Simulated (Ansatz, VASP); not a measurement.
# B2AsH2: VASP beside Ansatz

```
CELL_PARAMETERS angstrom
3.50643 0.00000 0.00000
0.00000 3.50643 0.00000
0.00000 0.00000 4.12681
ATOMIC_POSITIONS crystal
B 0.00000 0.00000 0.30278
B 0.00000 0.00000 0.69722
H 0.50000 0.50000 0.90128
H 0.50000 0.50000 0.09872
As 0.50000 0.50000 0.50000
```

Alike in both runs: functional PBE; k mesh 12 × 12 × 10; occupations gaussian, width 0.1 eV; no spin polarisation.

Ansatz relaxed the structure, and its values are those at the end. VASP's run is a single point on that final structure, the one shown.

|  | VASP | Ansatz |
| --- | --- | --- |
| version | VASP 6.6.1 | Ansatz 0.2.0 |
| potentials or method | VASP PAW PBE potentials, release 64 (B, H, As), cutoff 520 eV | scalar-relativistic, plane waves, PAW |
| valence electrons in the cell | 13 | 23 |

Ansatz gave:

| Property | Result |
| --- | --- |
| gap on the k mesh at the Fermi level (eV) | none |
| pressure (GPa) | 0.0 |
| rms of the force components (eV/Å) | 0.001 |

Question: Which values does VASP return?

Answer: gap on the k mesh at the Fermi level (eV): none; pressure (GPa): 0.1; rms of the force components (eV/Å): 0.014.

A gap of «none» marks a metal or a gap that the smearing closes. VASP's potentials hold 13 valence electrons a cell and Ansatz's 23, so a difference there can come from the potentials and not from the codes.
